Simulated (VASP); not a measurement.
Write the native input for VASP 6.6.1 that does the following.

```
Task                   : relaxation of cell and atoms
Functional             : PBEsol
Potentials or basis    : VASP PAW PBE potentials, release 64 (Na_pv, F)
Cutoff                 : 600 eV
k mesh                 : 8 × 8 × 8
Occupations            : fermi-dirac, width 0.02 eV
Spin                   : no spin polarisation
Dipole correction      : no
Further INCAR settings : ALGO = Normal; EDIFF = 1e-07; IBRION = 2; EDIFFG = -0.005; NSW = 80; ISIF = 3
```

The structure of NaF lies in POSCAR:

```
NaF
1.0
    0.0000000000      2.3497438045      2.3497438045
    2.3497438045      0.0000000000      2.3497438045
    2.3497438045      2.3497438045      0.0000000000
Na F
1 1
Direct
    0.0000000000      0.0000000000      0.0000000000
    0.5000000000      0.5000000000      0.5000000000
```

These files were run (other wordings do the same):

INCAR

```
PREC = Accurate
ENCUT = 600
EDIFF = 1E-7
ISMEAR = -1
SIGMA = 0.02
LREAL = F
LASPH = T
NELM = 100
ALGO = Normal
ISIF = 3
LWAVE = F
LCHARG = F
GGA = PS
IBRION = 2
NSW = 80
EDIFFG = -0.005
```

KPOINTS

```
regular mesh
0
Gamma
  8 8 8
```

Potentials or basis: VASP PAW PBE potentials, release 64 (Na_pv, F).

Launch:

```sh
$ cat potpaw_PBE.64/Na_pv/POTCAR potpaw_PBE.64/F/POTCAR > POTCAR
$ mpirun -np 1 vasp_std > vasp.out
```

Results of the run:

```
Relaxed volume                        : 12.36 Å³/atom
Relaxed cell                          : a = 3.270 Å, b = 3.270 Å, c = 3.270 Å, α = 60.00°, β = 60.00°, γ = 60.00°
Space group after relaxing (to 0.1 Å) : Fm-3m (No. 225)
Energy gained by relaxing             : 4.2 meV/atom
Ionic steps                           : 4
Pressure after relaxing               : 0.0 GPa
Band gap on the k mesh                : 6.20 eV
```

Caveat: the PAW data sets were made with another functional, which shifts forces and pressure a little.

Run time: 53 s on 1 thread of AMD EPYC 7R13 (shared host), peak memory 0.12 GiB.
